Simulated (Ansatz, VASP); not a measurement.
One calculation of Pt, two programs

INCAR

```
SYSTEM = Pt
  ALGO = Fast
  EDIFF = 1E-6
  EDIFFG = -0.01
  ENCUT = 600
  GGA = PS
  IBRION = 2
  ISIF = 3
  ISMEAR = -1
  IVDW = 13
  LASPH = .True.
  LCHARG = .False.
  LREAL = .False.
  LWAVE = .False.
  NELM = 80
  NSW = 60
  PREC = Accurate
  SIGMA = 0.05
```

File KPOINTS:

```
k-points
0
Gamma
  12 12 12
  0 0 0
```

The input POSCAR:

```
Pt
1.0
   -1.5842200000      1.5842200000      1.5842200000
    1.5842200000     -1.5842200000      1.5842200000
    1.5842200000      1.5842200000     -1.5842200000
Pt
1
Direct
    0.0000000000      0.0000000000      0.0000000000
```

The input input.yaml:

```yaml
crystal:
  lattice:
    - [-1.58422, 1.58422, 1.58422]
    - [1.58422, -1.58422, 1.58422]
    - [1.58422, 1.58422, -1.58422]
  atoms:
    - { symbol: Pt, position: [0.0, 0.0, 0.0] }
hamiltonian:
  xc: pbesol
  pseudopotentials: { kind: paw }
  dispersion: d4
kpoints:
  mp_grid: { grid: [12, 12, 12] }
scf:
  occupations: { method: fermi_dirac, width: 0.05 }
output:
  forces: true
  stress: true
  eigenvalues: true
relax:
  f_tol: 0.01
  max_steps: 40
  cell: { stress_tol: 0.05 }
```

Alike in both runs: task relaxation of cell and atoms; functional PBEsol; dispersion D4; k mesh 12 × 12 × 12; occupations fermi-dirac, width 0.05 eV; no spin polarisation.

|  | VASP | Ansatz |
| --- | --- | --- |
| version | VASP 6.6.1 | Ansatz 0.2.0 |
| potentials or method | VASP PAW PBE potentials, release 64 (Pt) | Ansatz PAW |
| plane-wave cutoff (eV) | 600 | 420 |
| valence electrons in the cell | 10 | 18 |

Ansatz gave:

* gap on the k mesh at the Fermi level, each at its own relaxed structure (eV): none
* relaxed volume (Å³/atom): 14.97
* relaxed cell length with the largest relative difference (Å): 2.689

Estimate VASP's values.

gap on the k mesh at the Fermi level, each at its own relaxed structure (eV): none; relaxed volume (Å³/atom): 14.95; relaxed cell length with the largest relative difference (Å): 2.688.

VASP's potentials were made for PBE, not for PBEsol. A gap of «none» marks a metal or a gap that the smearing closes. VASP's potentials hold 10 valence electrons a cell and Ansatz's 18, so a difference there can come from the potentials and not from the codes.

Neither program's run includes spin-orbit coupling. Noted on Ansatz's run: the plane-wave basis is chosen anew once the cell has moved, so the energies of steps on either side of that aren't comparable.
